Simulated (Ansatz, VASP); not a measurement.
# Two plane-wave programs on Sb

```
Sb
1.0
     2.17060    1.25320    3.87109
    -2.17060    1.25320    3.87109
     0.00000   -2.50640    3.87109
Sb
2
Cartesian
  0.0000 0.0000 2.6862
  0.0000 0.0000 8.9271
```

Alike in both runs: task single point; functional r2SCAN; k mesh 7 × 7 × 7; occupations fermi-dirac, width 0.1 eV; no spin polarisation.

```csv
,VASP,Ansatz
version,VASP 6.6.1,Ansatz 0.2.0
potentials or method,"VASP PAW PBE potentials, release 64 (Sb), cutoff 520 eV","plane waves (500 eV) with PAW, scalar-relativistic"
valence electrons in the cell,10,30
```

|  | VASP | Ansatz | Ansatz less VASP |
| --- | --- | --- | --- |
| pressure (GPa) | 0.1 | 0.0 | -0.10 |
| traceless stress, the component that is largest in VASP (GPa) | -0.15 | -0.11 | +0.043 |

VASP's potentials were made for PBE, not for r2SCAN. VASP's potentials hold 10 valence electrons a cell and Ansatz's 30, so a difference there can come from the potentials and not from the codes.

Neither program's run includes spin-orbit coupling.
